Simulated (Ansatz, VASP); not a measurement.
**Cd: VASP beside Ansatz**

The input INCAR:

```
SYSTEM = Cd
  PREC = Accurate
  ENCUT = 500
  EDIFF = 1E-6
  ISMEAR = -1
  SIGMA = 0.05
  LREAL = .FALSE.
  LASPH = .TRUE.
  NELM = 120
  ALGO = Normal
  ISIF = 2
  LWAVE = .FALSE.
  LCHARG = .FALSE.
  GGA = PE
  NBANDS = 19
  GGA_COMPAT = .FALSE.
```

File KPOINTS:

```
regular mesh
0
G
  16 16 7
  0 0 0
```

Contents of POSCAR:

```
Cd
1.0
    2.9487808294      0.0000000000      0.0000000000
   -1.4743904147      2.5537191084      0.0000000000
    0.0000000000      0.0000000000      5.5609021808
Cd
2
Direct
    0.3333333333      0.6666666667      0.2500000000
    0.6666666667      0.3333333333      0.7500000000
```

Input for Ansatz:

```yaml
crystal:
  lattice:
    - [2.9487808294, 0.0, 0.0]
    - [-1.4743904147, 2.5537191084, 0.0]
    - [0.0, 0.0, 5.5609021808]
  atoms:
    - { symbol: Cd, position: [0.3333333333, 0.6666666667, 0.25] }
    - { symbol: Cd, position: [0.6666666667, 0.3333333333, 0.75] }
kpoints:
  mp_grid: { grid: [16, 16, 7] }
scf:
  occupations: { method: fermi_dirac, width: 0.05 }
hamiltonian:
  xc: pbe
  pseudopotentials: { kind: all_electron, lapw: { basis_error: 0.001 } }
output:
  forces: true
  stress: true
  eigenvalues: true
```

Change from the starting cell: volume scaled by 0.97.

Alike in both runs: task single point; functional PBE; k mesh 16 × 16 × 7; occupations fermi-dirac, width 0.05 eV; no spin polarisation.

|  | VASP | Ansatz |
| --- | --- | --- |
| version | VASP 6.6.1 | Ansatz 0.2.0 |
| potentials or method | VASP PAW PBE potentials, release 64 (Cd), cutoff 500 eV | all-electron LAPW, scalar-relativistic |

```tsv
	VASP	Ansatz	Ansatz less VASP
pressure (GPa)	5.3	4.9	-0.39
traceless stress, the component that is largest in VASP (GPa)	-1.52	-1.34	+0.176
```

Ansatz ran all-electron here, and VASP with PAW potentials.
